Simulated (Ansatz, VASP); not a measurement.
# V: VASP beside Ansatz

File INCAR:

```
SYSTEM = V
ALGO = Fast ; EDIFF = 1E-6
ENCUT = 520 ; ISIF = 2
ISMEAR = -1 ; ISPIN = 2
LASPH = .True. ; LCHARG = .False.
LMAXMIX = 4 ; LORBIT = 11
LREAL = .False. ; LWAVE = .False.
MAGMOM = 2 2 ; NBANDS = 24
NELM = 150 ; PREC = Accurate
SIGMA = 0.05
```

KPOINTS

```
k-points
0
Gamma
  12 12 6
  0 0 0
```

The input POSCAR:

```
V
1.0
    2.5511303260      0.0000000000      0.0000000000
   -1.2755651630      2.2093436706      0.0000000000
    0.0000000000      0.0000000000      4.6269143324
V
2
Direct
    0.3333333333      0.6666666667      0.2500000000
    0.6666666667      0.3333333333      0.7500000000
```

input.yaml

```yaml
crystal:
  lattice:
    - [2.551130326, 0.0, 0.0]
    - [-1.275565163, 2.2093436706, 0.0]
    - [0.0, 0.0, 4.6269143324]
  atoms:
    - { symbol: V, position: [0.3333333333, 0.6666666667, 0.25], spin: 2.0 }
    - { symbol: V, position: [0.6666666667, 0.3333333333, 0.75], spin: 2.0 }
hamiltonian:
  xc: lda
  pseudopotentials: { kind: paw }
magnetization:
  spin_polarized: true
kpoints:
  mp_grid: { grid: [12, 12, 6] }
scf:
  occupations: { method: fermi_dirac, width: 0.05 }
output:
  forces: true
  stress: true
  eigenvalues: true
  write_density: true
  write_potential: true
  elf: true
  volumetric_format: npy
```

Alike in both runs: task single point; functional LDA; k mesh 12 × 12 × 6; occupations fermi-dirac, width 0.05 eV; collinear spin.

|  | VASP | Ansatz |
| --- | --- | --- |
| version | VASP 6.6.1 | Ansatz 0.2.0 |
| potentials or method | VASP PAW LDA potentials, release 64 (V_sv) | Ansatz PAW |
| plane-wave cutoff (eV) | 520 | 420 |
| valence electrons in the cell | 26 | 26 |

```tsv
	VASP	Ansatz	Ansatz less VASP
gap on the k mesh at the Fermi level (eV)	none	none	-
pressure (GPa)	-1.9	-2.4	-0.49
traceless stress, the component that is largest in VASP (GPa)	1.17	1.20	+0.034
net moment per atom (μB)	0.00	0.00	0.000
```

LDA's correlation is that of Perdew and Zunger in VASP and of Perdew and Wang (1992) in Ansatz. A gap of «none» marks a metal or a gap that the smearing closes.
